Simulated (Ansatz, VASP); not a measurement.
Two plane-wave programs on LiF

```
Li F
1.0
     0.00000    1.99487    1.99487
     1.99487    0.00000    1.99487
     1.99487    1.99487    0.00000
Li F
1 1
Direct
  0.00000 0.00000 0.00000
  0.50000 0.50000 0.50000
```

Alike in both runs: task single point; functional PBE; k mesh 10 × 10 × 10; no spin polarisation.

|  | VASP | Ansatz |
| --- | --- | --- |
| version | VASP 6.6.1 | Ansatz 0.2.0 |
| potentials or method | VASP PAW PBE potentials, release 64 (Li_sv, F) | plane waves, PAW |
| plane-wave cutoff (eV) | 750 | 420 |
| occupations | gaussian, width 0.01 eV | fixed |
| valence electrons in the cell | 10 | 10 |

|  | VASP | Ansatz | Ansatz less VASP |
| --- | --- | --- | --- |
| gap on the k mesh at the Fermi level (eV) | 9.34 | 9.35 | +0.011 |
